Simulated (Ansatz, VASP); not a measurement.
**TiO2: VASP beside Ansatz**

```xyz
6
Lattice="-1.8996 1.8996 4.8489 1.8996 -1.8996 4.8489 1.8996 1.8996 -4.8489" Properties=species:S:1:pos:R:3 pbc="T T T"
Ti    0.0000    0.0000    0.0000
Ti    0.0000    1.8996    2.4244
O     0.0000    1.8996    4.4268
O     0.0000    0.0000    2.0024
O     0.0000    1.8996    0.4220
O     0.0000    0.0000    7.6953
```

Alike in both runs: task single point; functional PBE; k mesh 10 × 10 × 10; occupations gaussian, width 0.02 eV; no spin polarisation.

```csv
,VASP,Ansatz
version,VASP 6.6.1,Ansatz 0.2.0
potentials or method,"VASP PAW PBE potentials, release 64 (Ti_sv, O), cutoff 520 eV","scalar-relativistic, plane waves, PAW"
valence electrons in the cell,48,48
```

|  | VASP | Ansatz | Ansatz less VASP |
| --- | --- | --- | --- |
| gap on the k mesh at the Fermi level (eV) | 2.11 | 2.14 | +0.023 |
| least direct gap on the mesh (eV) | 2.41 | 2.43 | +0.022 |
| pressure (GPa) | 0.7 | 0.0 | -0.66 |
| traceless stress, the component that is largest in VASP (GPa) | 0.07 | 0.03 | -0.033 |
| rms of the force components (eV/Å) | 0.009 | 0.001 | -0.0087 |

Atom by atom the forces differ by 0.009 eV/Å (rms over components).
